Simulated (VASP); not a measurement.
# Ta2C (P-3m1) in VASP: a series of runs

Ta2C is run at these levels: PBEsol; tasks: relaxation of shape and atoms at fixed volume.

Program: VASP 6.6.1. These are calculated values, not measurements. Logs are shortened: lines on timing, memory, paths and dates and some standing lists are left out, and cuts for length are marked.

## (1) The cell of the first run

It takes space group P-3m1 (No. 164, trigonal). Conventional cell: a = 3.156 Å, b = 3.156 Å, c = 5.017 Å, α = 90.00°, β = 90.00°, γ = 120.00°. Ta (site symmetry 3m) has 3 C at 2.22 Å within 2.9 Å. Within 2.9 Å of C (site symmetry -3m) lie 6 Ta at 2.22 Å.

## (2) Relaxation of shape and atoms at fixed volume, PBEsol (14.43 Å³/atom)

INCAR

```
ALGO = Normal
EDIFF = 1E-7
EDIFFG = -0.01
ENCUT = 600
GGA = PS
IBRION = 2
ISIF = 4
ISMEAR = 0
LASPH = T
LCHARG = F
LREAL = F
LWAVE = F
NELM = 60
NSW = 50
PREC = Accurate
SIGMA = 0.1
```

KPOINTS

```
k-points
0
Gamma
  18 18 8
```

POSCAR

```
Ta2C
1.0
    3.1561392377      0.0000000000      0.0000000000
   -1.5780696188      2.7332967577      0.0000000000
    0.0000000000      0.0000000000      5.0171801923
Ta C
2 1
Direct
    0.3333333333      0.6666666667      0.2511110347
    0.6666666667      0.3333333333      0.7488889653
    0.0000000000      0.0000000000      0.0000000000
```

Potentials or basis: VASP PAW PBE potentials, release 64 (Ta_pv, C).

On the command line:

```bash
$ cat potpaw_PBE.64/Ta_pv/POTCAR potpaw_PBE.64/C/POTCAR > POTCAR
$ mpirun -np 1 vasp_std > vasp.out
```

OUTCAR:

```text
EDIFF = 1E-7
   EDIFFG = -0.01
   ENCUT = 600
   GGA = PS
   IBRION = 2
   ISIF = 4
   ISMEAR = 0
   LASPH = T
   LREAL = F
   NELM = 60
   NSW = 50
   PREC = Accurate

 ion  position               nearest neighbor table
   1  0.333  0.667  0.251-   3 2.22   3 2.22   3 2.22   2 3.09   2 3.09   2 3.09   2 3.11   2 3.11
                             2 3.11
   2  0.667  0.333  0.749-   3 2.22   3 2.22   3 2.22   1 3.09   1 3.09   1 3.09   1 3.11   1 3.11
                             1 3.11
   3  0.000  0.000  0.000-   1 2.22   2 2.22   1 2.22   2 2.22   2 2.22   1 2.22

  LATTYP: Found a hexagonal cell.
 ALAT       =     3.1561392377
 C/A-ratio  =     1.5896574309

  Lattice vectors:

 A1 = (   3.1561392377,   0.0000000000,   0.0000000000)
 A2 = (  -1.5780696188,   2.7332967577,   0.0000000000)
 A3 = (   0.0000000000,   0.0000000000,   5.0171801923)

Analysis of symmetry for initial positions (statically):
=====================================================================
 Subroutine PRICEL returns:
 Original cell was already a primitive cell.

 Routine SETGRP: Setting up the symmetry group for a
 hexagonal supercell.

 Subroutine GETGRP returns: Found 12 space group operations
 (whereof 12 operations were pure point group operations)
 out of a pool of 24 trial point group operations.

The static configuration has the point symmetry D_3d.

Analysis of symmetry for dynamics (positions and initial velocities):
=====================================================================
 Subroutine PRICEL returns:
 Original cell was already a primitive cell.

 Routine SETGRP: Setting up the symmetry group for a
 hexagonal supercell.

 Subroutine GETGRP returns: Found 12 space group operations
 (whereof 12 operations were pure point group operations)
 out of a pool of 24 trial point group operations.

The dynamic configuration has the point symmetry D_3d.

 Subroutine INISYM returns: Found 12 space group operations
 (whereof 12 operations are pure point group operations),
 and found     1 'primitive' translations

----------------------------------------------------------------------------------------

                                     Primitive cell

  volume of cell :      43.2815

  direct lattice vectors                    reciprocal lattice vectors
     3.156139238  0.000000000  0.000000000     0.316842802  0.182929277  0.000000000
    -1.578069619  2.733296758  0.000000000     0.000000000  0.365858554  0.000000000
     0.000000000  0.000000000  5.017180192     0.000000000  0.000000000  0.199315145

  length of vectors
     3.156139238  3.156139238  5.017180192     0.365858554  0.365858554  0.199315145

  position of ions in fractional coordinates (direct lattice)
     0.333333333  0.666666667  0.251111035
     0.666666667  0.333333333  0.748888965
     0.000000000  0.000000000  0.000000000

  ion indices of the primitive-cell ions
   primitive index   ion index
                 1           1
                 2           2
                 3           3

----------------------------------------------------------------------------------------

 KPOINTS: k-points

Automatic generation of k-mesh.
 Grid dimensions read from file:
 generate k-points for:   18   18    8

 Generating k-lattice:

  Cartesian coordinates                     Fractional coordinates (reciprocal lattice)
     0.017602378  0.010162738  0.000000000     0.055555556  0.000000000  0.000000000
     0.000000000  0.020325475  0.000000000     0.000000000  0.055555556  0.000000000
     0.000000000  0.000000000  0.024914393     0.000000000  0.000000000  0.125000000

  Length of vectors
     0.020325475  0.020325475  0.024914393

  Shift w.r.t. Gamma in fractional coordinates (k-lattice)
     0.000000000  0.000000000  0.000000000

 Subroutine IBZKPT returns following result:
 ===========================================

 Found    266 irreducible k-points:

 Following reciprocal coordinates:
            Coordinates               Weight
  0.000000  0.000000  0.000000      1.000000
  0.055556 -0.000000  0.000000      6.000000
  0.111111 -0.000000  0.000000      6.000000
  0.166667  0.000000  0.000000      6.000000
  0.222222 -0.000000  0.000000      6.000000
  0.277778  0.000000  0.000000      6.000000
[... 16 lines left out ...]
  0.333333  0.111111  0.000000     12.000000
  0.388889  0.111111  0.000000     12.000000
 [... further k-points ...]
   k-points           NKPTS =    266   k-points in BZ     NKDIM =    266   number of bands    NBANDS=     17
   number of dos      NEDOS =    301   number of ions     NIONS =      3
   total plane-waves  NPLWV =  31360
   dimension x,y,z NGX =    28 NGY =   28 NGZ =   40
   dimension x,y,z NGXF=    56 NGYF=   56 NGZF=   80
   ions per type =               2   1
   NGX,Y,Z   is equivalent  to a cutoff of  14.75, 14.75, 13.25 a.u.
   NGXF,Y,Z  is equivalent  to a cutoff of  29.50, 29.50, 26.51 a.u.
 SYSTEM =  unknown system
   PREC   = accura    normal or accurate (medium, high low for compatibility)
   ISTART =      0    job   : 0-new  1-cont  2-samecut
   ICHARG =      2    charge: 1-file 2-atom 10-const
   ISPIN  =      1    spin polarized calculation?
   LNONCOLLINEAR =      F non collinear calculations
   LSORBIT =      F    spin-orbit coupling
   LASPH  =      T    aspherical Exc in radial PAW
   ENCUT  =  600.0 eV  44.10 Ry    6.64 a.u.   6.30  6.30 10.02*2*pi/ulx,y,z
   NELM   =     60;   NELMIN=  2; NELMDL= -5     # of ELM steps
   EDIFF  = 0.1E-06   stopping-criterion for ELM
   LREAL  =      F    real-space projection
   EDIFFG = -.1E-01   stopping-criterion for IOM
   NSW    =     50    number of steps for IOM
   IBRION =      2    ionic relax: 0-MD 1-quasi-New 2-CG
   NFREE  =      1    steps in history (QN), initial steepest desc. (CG)
   ISIF   =      4    stress and relaxation
   ISYM   =      2    0-nonsym 1-usesym 2-fastsym
   POTIM  = 0.5000    time-step for ionic-motion
   TEBEG  =    0.0;   TEEND  =   0.0 temperature during run
   PSTRESS=    0.0 pullay stress
   NELECT =      26.0000    total number of electrons
   NUPDOWN=      -1.0000    fix difference up-down
   EMIN   =  10.00;   EMAX   =-10.00  energy-range for DOS
   EFERMI =   0.00;   METHOD = LEGACY
   ISMEAR =     0;   SIGMA  =   0.10  broadening in eV -4-tet -1-fermi 0-gaus
   EFERMI_NEDOS =   21; number of points for ismear=-14 and -15
   IALGO  =     38    algorithm
   IMIX   =      4    mixing-type and parameters
     AMIX     =   0.40;   BMIX     =  1.00
     AMIX_MAG =   1.60;   BMIX_MAG =  1.00
  volume/ion in A,a.u.               =      14.43        97.36
  Fermi-wavevector in a.u.,A,eV,Ry     =   1.381333  2.610341 25.961018  1.908081
  Thomas-Fermi vector in A             =   2.506127
   LORBIT       =      0    0 simple, 1 ext, 2 COOP (PROOUT), +10 PAW based schemes
   GGA     = PS    functional components
   LHFCALC =     F    Hartree Fock is set to
   AEXX    =    0.0000 exact exchange contribution
   IVDW    =     0    specifies the selected vdW correction
   LEPSILON=     F    determine dielectric tensor
   LRPA    =     F    only Hartree local field effects (RPA)
 conjugate gradient relaxation of ions
 non-spin polarized calculation
 Gauss-broadening in eV      SIGMA  =   0.10
  energy-cutoff  :      600.00
  volume of cell :       43.28
 maximum number of plane-waves:      1461
 NGX is ok and might be reduce to    28
   NGX = 13   NGY = 13   NGZ = 21

--------------------------------------- Ionic step        1  -------------------------------------------

 number of electron      25.9999998 magnetization

 Free energy of the ion-electron system (eV)
  ---------------------------------------------------
  ext. energy  EPLUGINS =         0.00000000
  ---------------------------------------------------
  free energy    TOTEN  =       -36.59878049 eV

  energy without entropy =      -36.59499515  energy(sigma->0) =      -36.59688782

------------------------ aborting loop because EDIFF is reached ----------------------------------------

  FORCE on cell =-STRESS in cart. coord.  units (eV):
  Direction    XX          YY          ZZ          XY          YZ          ZX
  --------------------------------------------------------------------------------------
  -------------------------------------------------------------------------------------
  Total       -3.8013496     -3.8013496     -3.8751280     -0.0000000      0.0000000      0.0000000
  in kB     -140.7167355   -140.7167355   -143.4478332     -0.0000000      0.0000000      0.0000000
  external PRESSURE =    -141.6271014 kB  Pullay stress =       0.0000000 kB
[... 96 lines left out ...]
  energy  without entropy=      -36.5968063144  energy(sigma->0) =      -36.59859486

--------------------------------------- Ionic step        4  -------------------------------------------

 number of electron      25.9999998 magnetization

 Free energy of the ion-electron system (eV)
  ---------------------------------------------------
  ext. energy  EPLUGINS =         0.00000000
  ---------------------------------------------------
  free energy    TOTEN  =       -36.60041142 eV

  energy without entropy =      -36.59682545  energy(sigma->0) =      -36.59861843

 E-fermi :   5.9996     XC(G=0): -12.6381

 val. band max:        5.9977276378   @ k =   0.0000   0.1111   0.3750
 cond. band min:       6.0033429868   @ k =   0.0000   0.0000   0.0000
 fundamental gap:      0.0056153490
 Fermi energy:         5.9995922558

 k-point     1 :       0.0000    0.0000    0.0000
  band No.  band energies     occupation
      1     -28.8443      2.00000
      2     -28.2782      2.00000
      3     -28.2782      2.00000
      4     -28.1819      2.00000
      5     -28.1819      2.00000
      6     -28.0985      2.00000
[... 9 lines left out ...]
     16       7.0527      0.00000
     17       8.3284      0.00000
[... 443 lines left out ...]
      1     -28.7632      2.00000
      2     -28.6319      2.00000
      3     -28.5147      2.00000
      4     -28.4623      2.00000
      5     -28.2889      2.00000
      6     -28.2728      2.00000
[... 9 lines left out ...]
     16      10.0757      0.00000
     17      10.4771      0.00000

 [... further k-points ...]
[... 5 lines left out ...]
  --------------------------------------------------------------------------------------
  -------------------------------------------------------------------------------------
  Total       -3.6789749     -3.6789749     -3.7063680     -0.0000000      0.0000000     -0.0000000
  in kB     -136.1867216   -136.1867216   -137.2007487     -0.0000000      0.0000000     -0.0000000
  external PRESSURE =    -136.5247306 kB  Pullay stress =       0.0000000 kB
[... 18 lines left out ...]
  FREE ENERGIE OF THE ION-ELECTRON SYSTEM (eV)
  ---------------------------------------------------
  free  energy   TOTEN  =       -36.6004114179 eV

  energy  without entropy=      -36.5968254497  energy(sigma->0) =      -36.59861843

 reached required accuracy - stopping structural energy minimisation
```

Wall time 8.5 min (1 thread of AMD EPYC 7R43 (Zen 3), shared host); peak memory 0.32 GiB.

What came out:

```yaml
Free_energy: -36.6004 eV
Energy_gained_by_relaxing: 0.5 meV/atom
Ionic_steps: 4
Pressure_after_relaxing: -13.7 GPa
Band_gap_on_the_k_mesh: zero (bands 13 and 14 overlap by 0.73 eV)
```

Step by step:
| step | energy change (eV) | largest force (eV/Å) | pressure (GPa) | volume (Å³) |
| --- | --- | --- | --- | --- |
| 1 | 0.0000 | 0.2056 | -14.16 | 43.28 |
| 2 | -0.0015 | 0.0576 | -13.52 | 43.28 |
| 3 | -0.0016 | 0.0034 | -13.67 | 43.28 |
| 4 | -0.0016 | 0.0014 | -13.65 | 43.28 |

Final structure:
```
CELL_PARAMETERS angstrom
3.15574 0.00000 0.00000
-1.57787 2.73295 0.00000
0.00000 0.00000 5.01845
ATOMIC_POSITIONS crystal
Ta 0.33333 0.66667 0.24952
Ta 0.66667 0.33333 0.75048
C 0.00000 0.00000 0.00000
```

Levels at points of the mesh, in eV from the Fermi level:
| k point | band 10 | band 11 | band 12 | band 13 | band 14 | band 15 | band 16 | band 17 |
| --- | --- | --- | --- | --- | --- | --- | --- | --- |
| (0.00, 0.00, 0.00) | -3.54 | -3.04 | 0.00 | 0.46 | 0.46 | 1.05 | 1.05 | 2.33 |
| (0.50, 0.00, 0.00) | -3.89 | -3.49 | -1.74 | -0.33 | 3.23 | 3.23 | 4.31 | 4.65 |
| (0.00, 0.00, 0.50) | -3.75 | -1.61 | -1.59 | -0.26 | -0.26 | 2.70 | 2.70 | 3.28 |
| (0.50, 0.00, 0.50) | -3.53 | -2.44 | -1.17 | -1.02 | 1.55 | 1.64 | 3.96 | 4.51 |

Caveat: the PAW data sets were made with another functional, which shifts forces and pressure a little; spin-orbit coupling is left out, which moves the levels of the heavy elements.

## (3) Relaxation of shape and atoms at fixed volume, PBEsol (14.97 Å³/atom)

This run uses another cell than the first one, of 14.97 Å³/atom.

INCAR

```
SYSTEM = Ta2C
ALGO     = Normal         ! electronic algorithm
EDIFF    = 1E-7           ! SCF threshold, eV
EDIFFG   = -0.01          ! ionic threshold
ENCUT    = 600            ! plane-wave cutoff, eV
GGA      = PS             ! functional
IBRION   = 2              ! ionic algorithm
ISIF     = 4              ! what is computed and relaxed
ISMEAR   = 0              ! smearing method
LASPH    = .TRUE.         ! aspherical terms in the spheres
LCHARG   = .FALSE.        ! write CHGCAR
LREAL    = .FALSE.        ! projectors in reciprocal space
LWAVE    = .FALSE.        ! write WAVECAR
NELM     = 80             ! most SCF steps
NSW      = 50             ! ionic steps
PREC     = Accurate       ! precision mode
SIGMA    = 0.1            ! smearing width, eV
```

KPOINTS

```
k-points
0
G
  18 18 8
  0 0 0
```

POSCAR

```
Ta2C
1.0
    3.1948944460      0.0000000000      0.0000000000
   -1.5974472230      2.7668597527      0.0000000000
    0.0000000000      0.0000000000      5.0809602720
Ta C
2 1
Direct
    0.3333333333      0.6666666667      0.2492641421
    0.6666666667      0.3333333333      0.7507358579
    0.0000000000      0.0000000000      0.0000000000
```

Potentials or basis: VASP PAW PBE potentials, release 64 (Ta_pv, C).

On the command line:

```bash
$ cat potpaw_PBE.64/Ta_pv/POTCAR potpaw_PBE.64/C/POTCAR > POTCAR
$ mpirun -np 1 vasp_std > vasp.out
```

Run time: 8.9 min. Hardware: 1 thread of AMD EPYC 7R43 (Zen 3), shared host; peak memory 0.34 GiB.

Results (log left out):

```
Free energy               : -36.4246 eV
Energy gained by relaxing : 1.2 meV/atom
Ionic steps               : 4
Pressure after relaxing   : -20.7 GPa
Band gap on the k mesh    : zero (bands 13 and 14 overlap by 0.67 eV)
```

Stress tensor (GPa, compression positive):
```
-20.69   0.00   0.00
  0.00 -20.69   0.00
  0.00   0.00 -20.79
```

Step by step:
```csv
step,energy change (eV),largest force (eV/Å),pressure (GPa),volume (Å³)
1,0.0000,0.2834,-21.48,44.91
2,-0.0033,0.0411,-20.63,44.91
3,-0.0034,0.0045,-20.75,44.91
4,-0.0035,0.0014,-20.72,44.91
```

Final structure:
```
Ta C
1.0
     3.19359    0.00000    0.00000
    -1.59679    2.76573    0.00000
     0.00000    0.00000    5.08513
Ta C
2 1
Direct
  0.33333 0.66667 0.24682
  0.66667 0.33333 0.75318
  0.00000 0.00000 0.00000
```

Levels at points of the mesh, in eV from the Fermi level:
```tsv
k point	band 9	band 10	band 11	band 12	band 13	band 14	band 15	band 16	band 17
(0.00, 0.00, 0.00)	-3.51	-3.51	-3.05	0.01	0.42	0.42	1.02	1.02	2.30
(0.50, 0.00, 0.00)	-4.07	-3.82	-3.32	-1.67	-0.37	3.07	3.15	4.06	4.37
(0.00, 0.00, 0.50)	-3.70	-3.70	-1.66	-1.44	-0.25	-0.25	2.53	2.53	3.15
(0.50, 0.00, 0.50)	-4.27	-3.50	-2.38	-1.15	-1.03	1.57	1.72	3.72	4.27
```

Caveat: the PAW data sets were made with another functional, which shifts forces and pressure a little; spin-orbit coupling is left out, which moves the levels of the heavy elements.
